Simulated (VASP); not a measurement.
Input of a VASP 6.6.1 run:

INCAR

```
ALGO = Normal
EDIFF = 1E-6
ENCUT = 520
GGA = CA
ISIF = 2
ISMEAR = -1
LASPH = T
LCHARG = F
LREAL = F
LWAVE = F
NBANDS = 10
NELM = 100
PREC = Accurate
SIGMA = 0.3
```

The input KPOINTS:

```
k-points
0
Gamma
  11 11 11
```

Contents of POSCAR:

```
Na
1.0
   -2.0287155323      2.0287155323      2.0287155323
    2.0287155323     -2.0287155323      2.0287155323
    2.0287155323      2.0287155323     -2.0287155323
Na
1
Direct
    0.0000000000      0.0000000000      0.0000000000
```

Potentials or basis: VASP PAW LDA potentials, release 64 (Na_pv).

Run with:

```console
$ cat potpaw_LDA.64/Na_pv/POTCAR > POTCAR
$ mpirun -np 1 vasp_std > vasp.out
```

(1) What does it give for the pressure?

Results:

(1) 0.1 GPa.
